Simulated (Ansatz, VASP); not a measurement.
TaN: VASP beside Ansatz

INCAR

```
PREC = Accurate
ENCUT = 520
EDIFF = 1E-6
ISMEAR = 0
SIGMA = 0.15
LREAL = False
LASPH = True
NELM = 60
ALGO = Normal
ISIF = 2
LWAVE = False
LCHARG = True
GGA = PE
LELF = True
LVHAR = True
NBANDS = 15
```

File KPOINTS:

```
regular mesh
0
Gamma
  18 18 18
```

Contents of POSCAR:

```
TaN
1.0
    0.0000000000      2.1790000000      2.1790000000
    2.1790000000      0.0000000000      2.1790000000
    2.1790000000      2.1790000000      0.0000000000
Ta N
1 1
Direct
    0.5000000000      0.5000000000      0.5000000000
   -0.0086048646     -0.0086048646      0.0086048646
```

Input for Ansatz:

```yaml
crystal:
  lattice:
    - [0.0, 2.179, 2.179]
    - [2.179, 0.0, 2.179]
    - [2.179, 2.179, 0.0]
  atoms:
    - { symbol: Ta, position: [0.5, 0.5, 0.5] }
    - { symbol: "N", position: [-0.0086048646, -0.0086048646, 0.0086048646] }
basis:
  ecutwfc: 420
kpoints:
  mp_grid: { grid: [18, 18, 18] }
hamiltonian:
  xc: pbe
scf:
  occupations: { method: gaussian, width: 0.15 }
output:
  forces: true
  stress: true
  eigenvalues: true
```

Change from the starting cell: all N atoms moved +0.037 Å, as atom 2 towards its neighbour atom 1 (Ta) at 2.179 Å.

Alike in both runs: task single point; functional PBE; k mesh 18 × 18 × 18; occupations gaussian, width 0.15 eV; no spin polarisation.

|  | VASP | Ansatz |
| --- | --- | --- |
| version | VASP 6.6.1 | Ansatz 0.2.0 |
| potentials or method | VASP PAW PBE potentials, release 64 (Ta_pv, N), cutoff 520 eV | scalar-relativistic, plane waves, PAW |
| valence electrons in the cell | 16 | 18 |

Ansatz gave:

```
gap on the k mesh at the Fermi level (eV)                     : none
pressure (GPa)                                                : 14.8
traceless stress, the component that is largest in VASP (GPa) : 0.52
rms of the force components (eV/Å)                            : 0.197
```

**Question.** What did VASP give for the same quantities?

**Answer.** gap on the k mesh at the Fermi level (eV): none; pressure (GPa): 15.8; traceless stress, the component that is largest in VASP (GPa): 0.53; rms of the force components (eV/Å): 0.198.

Atom by atom the forces differ by 0.000 eV/Å (rms over components). A gap of «none» marks a metal or a gap that the smearing closes. VASP's potentials hold 16 valence electrons a cell and Ansatz's 18, so a difference there can come from the potentials and not from the codes.

Neither program's run includes spin-orbit coupling.
